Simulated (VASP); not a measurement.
# Sr8H11I4 (a cell with a defect) in VASP: single point with PBEsol

Aim: the single point of Sr8H11I4 (a cell with a defect) with PBEsol.

Everything below comes from runs of VASP 6.6.1. Logs are shortened: lines on timing, memory, paths and dates and some standing lists are left out, and cuts for length are marked.

## (1) The cell of the first run

The cell holds a defect, 23 atoms: a = 7.525 Å, b = 8.350 Å, c = 8.350 Å, α = 120.00°, β = 90.00°, γ = 90.00°.

## (2) Single point, PBEsol

Contents of INCAR:

```
SYSTEM = Sr8H11I4
PREC     = Accurate       ! precision mode
ENCUT    = 520            ! plane-wave cutoff, eV
EDIFF    = 1E-6           ! SCF threshold, eV
ISMEAR   = 0              ! smearing method
SIGMA    = 0.05           ! smearing width, eV
LREAL    = Auto         
LASPH    = .TRUE.         ! aspherical terms in the spheres
NELM     = 60             ! most SCF steps
ALGO     = Normal         ! electronic algorithm
ISIF     = 2              ! what is computed and relaxed
LWAVE    = .FALSE.        ! write WAVECAR
LCHARG   = .TRUE.         ! write CHGCAR
GGA      = PS             ! functional
LELF     = .TRUE.         ! ELF
LVHAR    = .TRUE.       
NBANDS   = 76             ! bands
NELECT   = 118.0
```

Contents of KPOINTS:

```
Automatic mesh
0
G
  4 3 3
  0 0 0
```

Contents of POSCAR:

```
Sr8H11I4
1.0
    0.0000000000      0.0000000000     -7.5247496071
    4.1747609396      7.2308980567      0.0000000000
    4.1747609395     -7.2308980568      0.0000000000
Sr H I
8 11 4
Direct
    0.3166030930      0.3442083623      0.6672351816
    0.3223042794      0.3408396166      0.1816791651
    0.3166030930      0.8230268371      0.6672352617
    0.3055293691      0.8313518433      0.1627036392
    0.6913795504      0.1731900616      0.3331701901
    0.6876784305      0.1694190955      0.8388381583
    0.6913795504      0.6599801547      0.3331701262
    0.6871839290      0.6660020956      0.8320041593
    0.4778574953      0.0270739831     -0.0172542591
    0.4906074212      0.5003323170      0.5006646408
    0.4778574953      0.4556717407     -0.0172543016
    0.6437314533      0.3324083234      0.6631145485
    0.6475028744      0.3358925545      0.1717851379
    0.6437314533      0.8307061286      0.6631144974
    0.6287790620      0.8373075629      0.1746150505
    0.3711060362      0.1579155005      0.3378465395
    0.4287583200      0.0773151675      0.6546304563
    0.3711060362      0.6799310196      0.3378465398
    0.3676491770      0.6711356540      0.8422712432
    0.9989113781      0.0011751333      0.5023502255
    1.0022320202      0.0030743834      0.0010645362
    1.0013072053      0.5007189441      0.5014380802
    1.0022320202      0.4979901172      0.0010645664
```

Potentials or basis: VASP PAW PBE potentials, release 64 (Sr_sv, H, I).

On the command line:

```console
cat potpaw_PBE.64/Sr_sv/POTCAR potpaw_PBE.64/H/POTCAR potpaw_PBE.64/I/POTCAR > POTCAR
mpirun -np 1 vasp_std > vasp.out
```

OUTCAR:

```text
SYSTEM = Sr8H11I4
   PREC = Accurate
   ENCUT = 520
   EDIFF = 1E-6
   ISMEAR = 0
   LREAL = Auto
   LASPH = .TRUE.
   NELM = 60
   ISIF = 2
   GGA = PS
   NELECT = 118.0

 ion  position               nearest neighbor table
   1  0.317  0.344  0.667-  17 2.34  19 2.40  16 2.42  12 2.46  11 2.61  10 2.68  22 3.33  23 3.38
                            20 3.45   8 3.63   5 3.71   6 3.75   3 4.00   2 4.04   4 4.10   4 4.25
   2  0.322  0.341  0.182-  13 2.45  18 2.48  16 2.48  11 2.58   9 2.58  10 2.63  22 3.34  23 3.43
                            21 3.43   7 3.61   5 3.61   6 3.70   1 4.04   3 4.04   4 4.18   4 4.18
   3  0.317  0.823  0.667-  17 2.34  19 2.40  18 2.42  14 2.46   9 2.61  10 2.68  22 3.33  21 3.38
                            20 3.45   8 3.63   7 3.71   6 3.75   1 4.00   2 4.04   4 4.10   4 4.25
   4  0.306  0.831  0.163-  19 2.36  16 2.41  18 2.41  15 2.43  21 3.32  23 3.32  20 3.37   8 3.74
                             7 3.81   5 3.81   3 4.10   1 4.10   2 4.18   2 4.18   1 4.25   3 4.25
   5  0.691  0.173  0.333-  13 2.37  12 2.41  16 2.41  15 2.48  10 2.81  22 3.32  21 3.35  20 3.38
                             2 3.61   1 3.71   4 3.81   7 4.06   6 4.11   8 4.14   8 4.21   6 4.24
   6  0.688  0.169  0.839-  17 2.36  13 2.43  12 2.47  14 2.47  11 2.60   9 2.60  23 3.35  21 3.35
                            20 3.38   2 3.70   1 3.75   3 3.75   7 4.11   5 4.11   8 4.18   8 4.18
   7  0.691  0.660  0.333-  13 2.37  14 2.41  18 2.41  15 2.48  10 2.81  22 3.32  23 3.35  20 3.38
                             2 3.61   3 3.71   4 3.81   5 4.06   6 4.11   8 4.14   8 4.21   6 4.24
   8  0.687  0.666  0.832-  19 2.41  14 2.43  12 2.43  15 2.52  10 2.82  22 3.36  21 3.40  23 3.40
                             3 3.63   1 3.63   4 3.74   5 4.14   7 4.14   6 4.18   6 4.18   7 4.21
   9  0.478  0.027  0.983-   2 2.58   6 2.60   3 2.61
  10  0.491  0.500  0.501-   2 2.63   1 2.68   3 2.68   5 2.81   7 2.81   8 2.82
  11  0.478  0.456  0.983-   2 2.58   6 2.60   1 2.61
  12  0.644  0.332  0.663-   5 2.41   8 2.43   1 2.46   6 2.47
  13  0.648  0.336  0.172-   5 2.37   7 2.37   6 2.43   2 2.45
  14  0.644  0.831  0.663-   7 2.41   8 2.43   3 2.46   6 2.47
  15  0.629  0.837  0.175-   4 2.43   7 2.48   5 2.48   8 2.52
  16  0.371  0.158  0.338-   4 2.41   5 2.41   1 2.42   2 2.48
  17  0.429  0.077  0.655-   3 2.34   1 2.34   6 2.36
  18  0.371  0.680  0.338-   4 2.41   7 2.41   3 2.42   2 2.48
  19  0.368  0.671  0.842-   4 2.36   3 2.40   1 2.40   8 2.41
  20  0.999  0.001  0.502-   4 3.37   6 3.38   5 3.38   7 3.38   1 3.45   3 3.45
  21  0.002  0.003  0.001-   4 3.32   5 3.35   6 3.35   3 3.38   8 3.40   2 3.43
  22  0.001  0.501  0.501-   5 3.32   7 3.32   1 3.33   3 3.33   2 3.34   8 3.36
  23  0.002  0.498  0.001-   4 3.32   7 3.35   6 3.35   1 3.38   8 3.40   2 3.43

  LATTYP: Found a hexagonal cell.
 ALAT       =     8.3495218791
 C/A-ratio  =     0.9012192214

  Lattice vectors:

 A1 = (   4.1747609396,   7.2308980567,   0.0000000000)
 A2 = (   4.1747609395,  -7.2308980568,   0.0000000000)
 A3 = (   0.0000000000,   0.0000000000,  -7.5247496071)

Analysis of symmetry for initial positions (statically):
=====================================================================
 Subroutine PRICEL returns:
 Original cell was already a primitive cell.

 Routine SETGRP: Setting up the symmetry group for a
 hexagonal supercell.

 Subroutine GETGRP returns: Found  2 space group operations
 (whereof  1 operations were pure point group operations)
 out of a pool of 24 trial point group operations.

The static configuration has the point symmetry C_1 .
 The point group associated with its full space group is C_1h.

Analysis of symmetry for dynamics (positions and initial velocities):
=====================================================================
 Subroutine PRICEL returns:
 Original cell was already a primitive cell.

 Routine SETGRP: Setting up the symmetry group for a
 hexagonal supercell.

 Subroutine GETGRP returns: Found  2 space group operations
 (whereof  1 operations were pure point group operations)
 out of a pool of 24 trial point group operations.

The dynamic configuration has the point symmetry C_1 .
 The point group associated with its full space group is C_1h.

 Subroutine INISYM returns: Found  2 space group operations
 (whereof  1 operations are pure point group operations),
 and found     1 'primitive' translations

----------------------------------------------------------------------------------------

                                     Primitive cell

  volume of cell :     454.3033

  direct lattice vectors                    reciprocal lattice vectors
[... 74 lines left out ...]
     0.033223697  0.046098469  0.046098469

  Shift w.r.t. Gamma in fractional coordinates (k-lattice)
     0.000000000  0.000000000  0.000000000

 Subroutine IBZKPT returns following result:
 ===========================================

 Found     14 irreducible k-points:

 Following reciprocal coordinates:
            Coordinates               Weight
  0.000000  0.000000  0.000000      1.000000
  0.250000  0.000000  0.000000      2.000000
  0.500000  0.000000  0.000000      1.000000
  0.000000  0.333333  0.000000      4.000000
  0.000000  0.000000  0.333333      2.000000
  0.250000  0.333333  0.000000      4.000000
  0.250000  0.000000  0.333333      2.000000
  0.250000 -0.333333 -0.000000      4.000000
  0.250000 -0.000000 -0.333333      2.000000
  0.500000  0.333333  0.000000      4.000000
  0.500000  0.000000  0.333333      2.000000
  0.000000  0.333333  0.333333      2.000000
  0.250000  0.333333  0.333333      4.000000
  0.500000  0.333333  0.333333      2.000000
   k-points           NKPTS =     14   k-points in BZ     NKDIM =     14   number of bands    NBANDS=     76
   number of dos      NEDOS =    301   number of ions     NIONS =     23
   total plane-waves  NPLWV = 229376
   dimension x,y,z NGX =    56 NGY =   64 NGZ =   64
   dimension x,y,z NGXF=   112 NGYF=  128 NGZF=  128
   ions per type =               8  11   4
   NGX,Y,Z   is equivalent  to a cutoff of  12.37, 12.74, 12.74 a.u.
   NGXF,Y,Z  is equivalent  to a cutoff of  24.74, 25.49, 25.49 a.u.
 SYSTEM =  Sr8H11I4
   PREC   = accura    normal or accurate (medium, high low for compatibility)
   ISTART =      0    job   : 0-new  1-cont  2-samecut
   ICHARG =      2    charge: 1-file 2-atom 10-const
   ISPIN  =      1    spin polarized calculation?
   LNONCOLLINEAR =      F non collinear calculations
   LSORBIT =      F    spin-orbit coupling
   LASPH  =      T    aspherical Exc in radial PAW
   ENCUT  =  520.0 eV  38.22 Ry    6.18 a.u.  13.99 15.52 15.52*2*pi/ulx,y,z
   NELM   =     60;   NELMIN=  2; NELMDL= -5     # of ELM steps
   EDIFF  = 0.1E-05   stopping-criterion for ELM
   LREAL  =      T    real-space projection
   EDIFFG = 0.1E-04   stopping-criterion for IOM
   NSW    =      0    number of steps for IOM
   IBRION =     -1    ionic relax: 0-MD 1-quasi-New 2-CG
   NFREE  =      0    steps in history (QN), initial steepest desc. (CG)
   ISIF   =      2    stress and relaxation
   ISYM   =      2    0-nonsym 1-usesym 2-fastsym
   POTIM  = 0.5000    time-step for ionic-motion
   TEBEG  =    0.0;   TEEND  =   0.0 temperature during run
   PSTRESS=    0.0 pullay stress
   NELECT =     118.0000    total number of electrons
   NUPDOWN=      -1.0000    fix difference up-down
   EMIN   =  10.00;   EMAX   =-10.00  energy-range for DOS
   EFERMI =   0.00;   METHOD = LEGACY
   ISMEAR =     0;   SIGMA  =   0.05  broadening in eV -4-tet -1-fermi 0-gaus
   EFERMI_NEDOS =   21; number of points for ismear=-14 and -15
   IALGO  =     38    algorithm
   IMIX   =      4    mixing-type and parameters
     AMIX     =   0.40;   BMIX     =  1.00
     AMIX_MAG =   1.60;   BMIX_MAG =  1.00
  volume/ion in A,a.u.               =      19.75       133.30
  Fermi-wavevector in a.u.,A,eV,Ry     =   1.044528  1.973872 14.844491  1.091039
  Thomas-Fermi vector in A             =   2.179285
   LORBIT       =      0    0 simple, 1 ext, 2 COOP (PROOUT), +10 PAW based schemes
   GGA     = PS    functional components
   LHFCALC =     F    Hartree Fock is set to
   AEXX    =    0.0000 exact exchange contribution
   IVDW    =     0    specifies the selected vdW correction
   LEPSILON=     F    determine dielectric tensor
   LRPA    =     F    only Hartree local field effects (RPA)
 non-spin polarized calculation
 Gauss-broadening in eV      SIGMA  =   0.05
  energy-cutoff  :      520.00
  volume of cell :      454.30
 maximum number of plane-waves:     12264
 NGX is ok and might be reduce to    56
   NGX = 27   NGY = 31   NGZ = 31

 number of electron     118.0000003 magnetization

 Free energy of the ion-electron system (eV)
  ---------------------------------------------------
  ext. energy  EPLUGINS =         0.00000000
  ---------------------------------------------------
  free energy    TOTEN  =       -82.71947897 eV

  energy without entropy =      -82.71947897  energy(sigma->0) =      -82.71947897

 E-fermi :   2.2629     XC(G=0):  -9.0072

 val. band max:        1.9880933889   @ k =   0.5000   0.0000   0.0000
 cond. band min:       4.8598620323   @ k =   0.5000   0.3333   0.3333
 fundamental gap:      2.8717686434
 Fermi energy:         2.2629099238

 k-point     1 :       0.0000    0.0000    0.0000
  band No.  band energies     occupation
      1     -31.7263      2.00000
      2     -31.6917      2.00000
      3     -31.6453      2.00000
      4     -31.6387      2.00000
      5     -31.6316      2.00000
      6     -31.3673      2.00000
[... 1025 lines left out ...]
     70       6.7853      0.00000
     71       6.8069      0.00000
 [bands above 71 left out]

------------------------ aborting loop because EDIFF is reached ----------------------------------------

  FORCE on cell =-STRESS in cart. coord.  units (eV):
  Direction    XX          YY          ZZ          XY          YZ          ZX
  --------------------------------------------------------------------------------------
  -------------------------------------------------------------------------------------
  Total       -3.6293692     -3.5894705     -3.4999137      0.0345533      0.0146504     -0.0253753
  in kB      -12.7995834    -12.6588740    -12.3430368      0.1218579      0.0516672     -0.0894902
  external PRESSURE =     -12.6004981 kB  Pullay stress =       0.0000000 kB

 VOLUME and BASIS-vectors are now :
 -----------------------------------------------------------------------------
  energy-cutoff  :      520.00
  volume of cell :      454.30
      direct lattice vectors                 reciprocal lattice vectors
     0.000000000  0.000000000 -7.524749607     0.000000000  0.000000000 -0.132894787
     4.174760940  7.230898057  0.000000000     0.119767337  0.069147704  0.000000000
     4.174760939 -7.230898057  0.000000000     0.119767337 -0.069147704  0.000000000

 POSITION                                       TOTAL-FORCE (eV/Angst)
 -----------------------------------------------------------------------------------
      4.22253     -2.33577     -2.38236         0.002655      0.010238      0.020790
      2.18139      1.15087     -2.42526        -0.000173      0.000100      0.038874
      6.22149      1.12651     -2.38236        -0.007538     -0.007419      0.020790
      4.14994      4.83493     -2.29903         0.015099     -0.008717     -0.019060
      2.11393     -1.15680     -5.20246        -0.018183     -0.015754      0.000803
      4.20923     -4.84050     -5.17461         0.003872     -0.002235     -0.025706
[... 15 lines left out ...]
      4.18377     -0.00520     -0.00984         0.005156     -0.002977     -0.004790
      2.08343      3.59322     -0.01680        -0.015704     -0.005460     -0.003665
 -----------------------------------------------------------------------------------
    total drift:                                0.006122     -0.005147     -0.004295

  FREE ENERGIE OF THE ION-ELECTRON SYSTEM (eV)
  ---------------------------------------------------
  free  energy   TOTEN  =       -82.7194789732 eV

  energy  without entropy=      -82.7194789732  energy(sigma->0) =      -82.71947897
```

It took 16 min on 1 thread of Intel Xeon Platinum 8259CL at 2.50GHz (Skylake/Cascade Lake), shared host; peak memory 0.69 GiB.

What came out:

| Property | Result |
| --- | --- |
| Free energy | -82.7195 eV |
| Largest force | 0.039 eV/Å |

Forces on the atoms (eV/Å):
```
Sr   0.003  0.010  0.021
Sr   0.000  0.000  0.039
Sr  -0.008 -0.007  0.021
Sr   0.015 -0.009 -0.019
Sr  -0.018 -0.016  0.001
Sr   0.004 -0.002 -0.026
Sr   0.005  0.024  0.001
Sr   0.010 -0.006 -0.016
H   -0.003 -0.030 -0.012
H   -0.014  0.008  0.000
H    0.025  0.017 -0.012
H   -0.013 -0.015  0.001
H   -0.006  0.004 -0.006
H    0.007  0.018  0.001
H    0.011 -0.006  0.001
H   -0.003 -0.011  0.000
H   -0.006  0.004 -0.006
H    0.008  0.008  0.000
H   -0.003  0.001  0.003
I   -0.001  0.001  0.023
I   -0.003  0.016 -0.004
I    0.005 -0.003 -0.005
I   -0.016 -0.005 -0.004
```

Caveat: the cell carries a net charge on a neutralising background, which shifts energy and pressure; the cell is charged against a uniform background, so pressure and absolute levels hang on convention; the PAW data sets were made with another functional, which shifts forces and pressure a little; spin-orbit coupling is left out, which moves the levels of the heavy elements.
